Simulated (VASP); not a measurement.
# WS3: relaxation of cell and atoms with PBE

Crystal: WS3.

```
CELL_PARAMETERS angstrom
4.68101 0.00000 0.00000
0.00000 4.68101 0.00000
0.00000 0.00000 4.68101
ATOMIC_POSITIONS crystal
W 0.00000 0.00000 0.00000
S 0.00000 0.50000 0.00000
S 0.50000 0.00000 0.00000
S 0.00000 0.00000 0.50000
```

```yaml
Program: VASP 6.6.1
Task: relaxation of cell and atoms
Functional: PBE
Potentials_or_basis: VASP PAW PBE potentials, release 64 (W_sv, S)
Cutoff: 600 eV
k_mesh: 10 × 10 × 10
Occupations: gaussian, width 0.1 eV
Spin: no spin polarisation
Dipole_correction: no
Further_INCAR_settings: ALGO = Normal; EDIFF = 1e-06; IBRION = 2; EDIFFG = -0.01; NSW = 100; ISIF = 3
```

| Item | Value |
| --- | --- |
| Relaxed volume | 25.66 Å³/atom |
| Relaxed cell | a = 4.682 Å, b = 4.682 Å, c = 4.682 Å, α = 90.00°, β = 90.00°, γ = 90.00° |
| Space group after relaxing (to 0.05 Å) | Pm-3m (No. 221) |
| Energy gained by relaxing | 0.0 meV/atom |
| Ionic steps | 3 |
| Pressure after relaxing | 0.0 GPa |
| Band gap on the k mesh | zero (band 16 reaches 3.19 eV, above the bottom of band 17 at 2.00 eV) |

Final structure:
```
W S
1.0
     4.68205    0.00000    0.00000
     0.00000    4.68205    0.00000
     0.00000    0.00000    4.68205
W S
1 3
Direct
  0.00000 0.00000 0.00000
  0.00000 0.50000 0.00000
  0.50000 0.00000 0.00000
  0.00000 0.00000 0.50000
```

Levels at points of the mesh, in eV from the Fermi level:
```csv
k point,band 12,band 13,band 14,band 15,band 16,band 17,band 18,band 19,band 20
"(0.00, 0.00, 0.00)",-1.46,-1.46,-1.09,-1.09,-1.09,-0.51,-0.51,-0.51,1.13
"(0.50, 0.00, 0.00)",-3.50,-2.33,-1.49,-1.42,-0.70,-0.70,1.16,1.91,1.91
"(0.50, 0.50, 0.00)",-3.45,-2.92,-1.88,-1.88,0.35,1.87,1.92,1.92,2.20
"(0.50, 0.50, 0.50)",-4.85,-4.85,0.37,0.37,0.37,2.26,2.26,2.26,4.82
```

It took 4.3 min on 1 thread of Intel(R) Xeon(R) Platinum 8259CL CPU @ 2.50GHz (Skylake/Cascade Lake), on a shared host, peak memory 0.33 GiB.

Caveat: spin-orbit coupling is left out, which moves the levels of the heavy elements.
